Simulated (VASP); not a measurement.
# AgI (P6_3mc) in VASP: single point with HSE06

Aim: the single point of AgI with HSE06.

Everything below comes from runs of VASP 6.6.1. Logs are shortened: lines on timing, memory, paths and dates and some standing lists are left out, and cuts for length are marked.

## 1. The cell of the first run

Symmetry: P6_3mc, No. 186, hexagonal system. Conventional cell: a = 4.418 Å, b = 4.418 Å, c = 7.219 Å, α = 90.00°, β = 90.00°, γ = 120.00°. Ag (site symmetry 3m) has 4 I at 2.70 to 2.71 Å within 3.6 Å. I (site symmetry 3m) has 4 Ag at 2.70 to 2.71 Å within 3.6 Å.

## 2. Single point, HSE06 (strain -5.0%)

File POSCAR:

```
AgI
1.0
    4.4183281557      0.0000000000      0.0000000000
   -2.2091640778      3.8263844251      0.0000000000
    0.0000000000      0.0000000000      7.2193318539
Ag I
2 2
Direct
    0.3333333333      0.6666666667      0.0002889657
    0.6666666667      0.3333333333      0.5002889657
    0.3333333333      0.6666666667      0.3747110343
    0.6666666667      0.3333333333      0.8747110343
```

File INCAR.step1:

```
SYSTEM = AgI
  PREC = Accurate
  ENCUT = 400
  EDIFF = 1E-5
  ISMEAR = 0
  SIGMA = 0.01
  LREAL = .FALSE.
  LASPH = .TRUE.
  NELM = 120
  ALGO = Normal
  ISIF = 2
  LWAVE = .TRUE.
  NBANDS = 26
  GGA = PE
  GGA_COMPAT = .FALSE.
```

File INCAR.step2:

```
SYSTEM = AgI
  PREC = Accurate
  ENCUT = 400
  EDIFF = 1E-6
  ISMEAR = 0
  SIGMA = 0.01
  LREAL = .FALSE.
  LASPH = .TRUE.
  NELM = 120
  ALGO = Normal
  ISIF = 2
  LWAVE = .FALSE.
  LCHARG = .TRUE.
  GGA = PE
  LHFCALC = .TRUE.
  HFSCREEN = 0.2079
  PRECFOCK = Normal
  LELF = .TRUE.
  LVHAR = .TRUE.
  NBANDS = 26
  ISTART = 1
  GGA_COMPAT = .FALSE.
```

File KPOINTS:

```
Automatic mesh
0
G
  6 6 2
  0 0 0
```

Potentials or basis: VASP PAW PBE potentials, release 64 (Ag, I).

On the command line:

```
cat potpaw_PBE.64/Ag/POTCAR potpaw_PBE.64/I/POTCAR > POTCAR
cp INCAR.step1 INCAR
mpirun -np 1 vasp_std > vasp.out
cp INCAR.step2 INCAR
mpirun -np 1 vasp_std > vasp.out
```

OUTCAR:

```text
SYSTEM = AgI
   PREC = Accurate
   ENCUT = 400
   EDIFF = 1E-6
   ISMEAR = 0
   LREAL = .FALSE.
   LASPH = .TRUE.
   NELM = 120
   ISIF = 2
   GGA = PE
   LHFCALC = .TRUE.
   HFSCREEN = 0.2079
   PRECFOCK = Normal
   ISTART = 1

 ion  position               nearest neighbor table
   1  0.333  0.667  0.000-   3 2.70   4 2.71   4 2.71   4 2.71
   2  0.667  0.333  0.500-   4 2.70   3 2.71   3 2.71   3 2.71
   3  0.333  0.667  0.375-   1 2.70   2 2.71   2 2.71   2 2.71
   4  0.667  0.333  0.875-   2 2.70   1 2.71   1 2.71   1 2.71

  LATTYP: Found a hexagonal cell.
 ALAT       =     4.4183281557
 C/A-ratio  =     1.6339510329

  Lattice vectors:

 A1 = (   4.4183281557,   0.0000000000,   0.0000000000)
 A2 = (  -2.2091640778,   3.8263844251,   0.0000000000)
 A3 = (   0.0000000000,   0.0000000000,   7.2193318539)

Analysis of symmetry for initial positions (statically):
=====================================================================
 Subroutine PRICEL returns:
 Original cell was already a primitive cell.

 Routine SETGRP: Setting up the symmetry group for a
 hexagonal supercell.

 Subroutine GETGRP returns: Found 12 space group operations
 (whereof  6 operations were pure point group operations)
 out of a pool of 24 trial point group operations.

The static configuration has the point symmetry C_3v.
 The point group associated with its full space group is C_6v.

Analysis of symmetry for dynamics (positions and initial velocities):
=====================================================================
 Subroutine PRICEL returns:
 Original cell was already a primitive cell.

 Routine SETGRP: Setting up the symmetry group for a
 hexagonal supercell.

 Subroutine GETGRP returns: Found 12 space group operations
 (whereof  6 operations were pure point group operations)
 out of a pool of 24 trial point group operations.

The dynamic configuration has the point symmetry C_3v.
 The point group associated with its full space group is C_6v.

 Subroutine INISYM returns: Found 12 space group operations
 (whereof  6 operations are pure point group operations),
 and found     1 'primitive' translations

----------------------------------------------------------------------------------------

                                     Primitive cell

  volume of cell :     122.0516

  direct lattice vectors                    reciprocal lattice vectors
     4.418328156  0.000000000  0.000000000     0.226329952  0.130671659  0.000000000
    -2.209164078  3.826384425  0.000000000     0.000000000  0.261343318  0.000000000
     0.000000000  0.000000000  7.219331854     0.000000000  0.000000000  0.138516974

  length of vectors
     4.418328156  4.418328156  7.219331854     0.261343318  0.261343318  0.138516974

  position of ions in fractional coordinates (direct lattice)
     0.333333333  0.666666667  0.000288966
     0.666666667  0.333333333  0.500288966
     0.333333333  0.666666667  0.374711034
     0.666666667  0.333333333  0.874711034

  ion indices of the primitive-cell ions
   primitive index   ion index
                 1           1
                 2           2
                 3           3
                 4           4

----------------------------------------------------------------------------------------

 KPOINTS: Automatic mesh

Automatic generation of k-mesh.
 Grid dimensions read from file:
 generate k-points for:    6    6    2

 Generating k-lattice:

  Cartesian coordinates                     Fractional coordinates (reciprocal lattice)
     0.037721659  0.021778610  0.000000000     0.166666667  0.000000000  0.000000000
     0.000000000  0.043557220  0.000000000     0.000000000  0.166666667  0.000000000
     0.000000000  0.000000000  0.069258487     0.000000000  0.000000000  0.500000000

  Length of vectors
     0.043557220  0.043557220  0.069258487

  Shift w.r.t. Gamma in fractional coordinates (k-lattice)
     0.000000000  0.000000000  0.000000000

 Subroutine IBZKPT returns following result:
 ===========================================

 Found     14 irreducible k-points:

 Following reciprocal coordinates:
            Coordinates               Weight
  0.000000  0.000000  0.000000      1.000000
  0.166667 -0.000000  0.000000      6.000000
  0.333333 -0.000000  0.000000      6.000000
  0.500000 -0.000000  0.000000      3.000000
  0.166667  0.166667  0.000000      6.000000
  0.333333  0.166667  0.000000     12.000000
  0.333333  0.333333  0.000000      2.000000
  0.000000  0.000000  0.500000      1.000000
  0.166667 -0.000000  0.500000      6.000000
  0.333333 -0.000000  0.500000      6.000000
  0.500000 -0.000000  0.500000      3.000000
  0.166667  0.166667  0.500000      6.000000
  0.333333  0.166667  0.500000     12.000000
  0.333333  0.333333  0.500000      2.000000
   k-points           NKPTS =     14   k-points in BZ     NKDIM =     72   number of bands    NBANDS=     26
   number of dos      NEDOS =    301   number of ions     NIONS =      4
   total plane-waves  NPLWV =  43200
   dimension x,y,z NGX =    30 NGY =   30 NGZ =   48
   dimension x,y,z NGXF=    60 NGYF=   60 NGZF=   96
   ions per type =               2   2
   NGX,Y,Z   is equivalent  to a cutoff of  11.29, 11.29, 11.05 a.u.
   NGXF,Y,Z  is equivalent  to a cutoff of  22.58, 22.58, 22.11 a.u.
 SYSTEM =  AgI
   PREC   = accura    normal or accurate (medium, high low for compatibility)
   ISTART =      1    job   : 0-new  1-cont  2-samecut
   ICHARG =      0    charge: 1-file 2-atom 10-const
   ISPIN  =      1    spin polarized calculation?
   LNONCOLLINEAR =      F non collinear calculations
   LSORBIT =      F    spin-orbit coupling
   LASPH  =      T    aspherical Exc in radial PAW
   ENCUT  =  400.0 eV  29.40 Ry    5.42 a.u.   7.21  7.21 11.77*2*pi/ulx,y,z
   NELM   =    120;   NELMIN=  2; NELMDL=  0     # of ELM steps
   EDIFF  = 0.1E-05   stopping-criterion for ELM
   LREAL  =      F    real-space projection
   EDIFFG = 0.1E-04   stopping-criterion for IOM
   NSW    =      0    number of steps for IOM
   IBRION =     -1    ionic relax: 0-MD 1-quasi-New 2-CG
   NFREE  =      0    steps in history (QN), initial steepest desc. (CG)
   ISIF   =      2    stress and relaxation
   ISYM   =      3    0-nonsym 1-usesym 2-fastsym
   POTIM  = 0.5000    time-step for ionic-motion
   TEBEG  =    0.0;   TEEND  =   0.0 temperature during run
   PSTRESS=    0.0 pullay stress
   NELECT =      36.0000    total number of electrons
   NUPDOWN=      -1.0000    fix difference up-down
   EMIN   =  10.00;   EMAX   =-10.00  energy-range for DOS
   EFERMI =   0.00;   METHOD = LEGACY
   ISMEAR =     0;   SIGMA  =   0.01  broadening in eV -4-tet -1-fermi 0-gaus
   EFERMI_NEDOS =   21; number of points for ismear=-14 and -15
   IALGO  =     38    algorithm
   IMIX   =      1    mixing-type and parameters
     AMIX     =   0.40;   BMIX     =  1.00
     AMIX_MAG =   1.60;   BMIX_MAG =  1.00
  volume/ion in A,a.u.               =      30.51       205.91
  Fermi-wavevector in a.u.,A,eV,Ry     =   1.089752  2.059333 16.157737  1.187560
  Thomas-Fermi vector in A             =   2.225962
   LORBIT       =      0    0 simple, 1 ext, 2 COOP (PROOUT), +10 PAW based schemes
   GGA     = PE    functional components
   LHFCALC =     T    Hartree Fock is set to
   PRECFOCK=normal    Normal, Fast or Accurate (Low or Medium for compatibility)
   ENCUT4O =  -1.0   cutoff for four orbital integrals eV
   NKREDX  =     1    reduce k-point grid by
   NKREDY  =     1    reduce k-point grid by
   NKREDZ  =     1    reduce k-point grid by
   AEXX    =    0.2500 exact exchange contribution
   HFSCREEN=    0.2079 screening length (either q_TF or 0.3 A-1)
   HFSCREENC=   0.2079 screening length for correlation (either q_TF or 0.3 A-1)
   ENCUTFOCK=  -1.0 apply spherical cutoff to Coloumb kernel
   IVDW    =     0    specifies the selected vdW correction
   LEPSILON=     F    determine dielectric tensor
   LRPA    =     F    only Hartree local field effects (RPA)
 non-spin polarized calculation
 Gauss-broadening in eV      SIGMA  =   0.01
  energy-cutoff  :      400.00
  volume of cell :      122.05
 maximum number of plane-waves:      2240
 NGX is ok and might be reduce to    30
  NGX = 24; NGY = 24; NGZ = 36

 number of electron      35.9999995 magnetization

 Free energy of the ion-electron system (eV)
  ---------------------------------------------------
  ext. energy  EPLUGINS =         0.00000000
  ---------------------------------------------------
  free energy    TOTEN  =       -11.06024451 eV

  energy without entropy =      -11.06024451  energy(sigma->0) =      -11.06024451

 E-fermi :   3.8805     XC(G=0):  -7.4494

 val. band max:        3.7924000872   @ k =   0.0000   0.0000   0.0000
 cond. band min:       6.2807702230   @ k =   0.0000   0.0000   0.0000
 fundamental gap:      2.4883701357
 Fermi energy:         3.8804605917

 k-point     1 :       0.0000    0.0000    0.0000
  band No.  band energies     occupation
      1     -10.6903      2.00000
      2     -10.2419      2.00000
      3      -1.8076      2.00000
      4      -1.7946      2.00000
      5      -1.7946      2.00000
      6      -1.6100      2.00000
[... 18 lines left out ...]
     25      11.5259      0.00000
     26      12.6257      0.00000

 k-point     2 :       0.1667   -0.0000    0.0000
  band No.  band energies     occupation
      1     -10.5959      2.00000
      2     -10.1956      2.00000
      3      -1.8252      2.00000
      4      -1.7496      2.00000
      5      -1.7376      2.00000
      6      -1.5939      2.00000
[... 18 lines left out ...]
     25      11.8738      0.00000
     26      12.1865      0.00000

 k-point     3 :       0.3333   -0.0000    0.0000
  band No.  band energies     occupation
      1     -10.3828      2.00000
      2     -10.1159      2.00000
      3      -1.8485      2.00000
      4      -1.6679      2.00000
      5      -1.6345      2.00000
      6      -1.4270      2.00000
[... 282 lines left out ...]
 k-point    13 :       0.3333    0.1667    0.5000
  band No.  band energies     occupation
      1     -10.1703      2.00000
      2     -10.1703      2.00000
      3      -1.7801      2.00000
      4      -1.7801      2.00000
      5      -1.4677      2.00000
      6      -1.4677      2.00000
[... 18 lines left out ...]
     25      12.5705      0.00000
     26      12.5705      0.00000

 k-point    14 :       0.3333    0.3333    0.5000
  band No.  band energies     occupation
      1     -10.1311      2.00000
      2     -10.1311      2.00000
      3      -1.6376      2.00000
      4      -1.6376      2.00000
      5      -1.5412      2.00000
      6      -1.5412      2.00000
[... 18 lines left out ...]
     25      13.0544      0.00000
     26      13.0544      0.00000

------------------------ aborting loop because EDIFF is reached ----------------------------------------

  FORCE on cell =-STRESS in cart. coord.  units (eV):
  Direction    XX          YY          ZZ          XY          YZ          ZX
  --------------------------------------------------------------------------------------
  -------------------------------------------------------------------------------------
  Total        5.0931500      5.0931500      5.2527574      0.0000000      0.0000000      0.0000000
  in kB       66.8580139     66.8580139     68.9531888      0.0000000      0.0000000      0.0000000
  external PRESSURE =      67.5564055 kB  Pullay stress =       0.0000000 kB

 VOLUME and BASIS-vectors are now :
 -----------------------------------------------------------------------------
  energy-cutoff  :      400.00
  volume of cell :      122.05
      direct lattice vectors                 reciprocal lattice vectors
     4.418328156  0.000000000  0.000000000     0.226329952  0.130671659  0.000000000
    -2.209164078  3.826384425  0.000000000     0.000000000  0.261343318  0.000000000
     0.000000000  0.000000000  7.219331854     0.000000000  0.000000000  0.138516974

 POSITION                                       TOTAL-FORCE (eV/Angst)
 -----------------------------------------------------------------------------------
     -0.00000      2.55092      0.00209         0.000000     -0.000000     -0.007347
      2.20916      1.27546      3.61175         0.000000      0.000000     -0.007347
     -0.00000      2.55092      2.70516         0.000000     -0.000000      0.007347
      2.20916      1.27546      6.31483        -0.000000     -0.000000      0.007347
 -----------------------------------------------------------------------------------
    total drift:                               -0.000000     -0.000001     -0.001477

  FREE ENERGIE OF THE ION-ELECTRON SYSTEM (eV)
  ---------------------------------------------------
  free  energy   TOTEN  =       -11.0602445142 eV

  energy  without entropy=      -11.0602445142  energy(sigma->0) =      -11.06024451
```

Run time: 68 min. Hardware: 1 thread of Intel Xeon Platinum 8259CL at 2.50GHz (Skylake/Cascade Lake), shared host; peak memory 0.35 GiB.

Results:

| Item | Value |
| --- | --- |
| Free energy | -11.0602 eV |
| Pressure | 6.8 GPa |
| Largest force | 0.007 eV/Å |
| Band gap on the k mesh | 2.49 eV |

Forces on the atoms (eV/Å):
```
Ag   0.000  0.000 -0.007
Ag   0.000  0.000 -0.007
I    0.000  0.000  0.007
I    0.000  0.000  0.007
```

Levels at points of the mesh, in eV from the valence-band top:
| k point | band 16 | band 17 | band 18 | band 19 | band 20 | band 21 |
| --- | --- | --- | --- | --- | --- | --- |
| (0.00, 0.00, 0.00) | -0.09 | 0.00 | 0.00 | 2.49 | 3.67 | 6.68 |
| (0.50, 0.00, 0.00) | -2.39 | -1.43 | -0.96 | 4.46 | 4.51 | 5.60 |
| (0.00, 0.00, 0.50) | -0.50 | -0.50 | -0.50 | 3.81 | 3.81 | 6.76 |
| (0.50, 0.00, 0.50) | -1.68 | -1.64 | -1.64 | 4.18 | 4.18 | 5.80 |

Caveat: the k points lie up to 0.44 Å⁻¹ apart; the cell differs from its parent crystal (strain -5.0%); the PAW data sets were made with another functional, which shifts forces and pressure a little; spin-orbit coupling is left out, which moves the levels of the heavy elements.
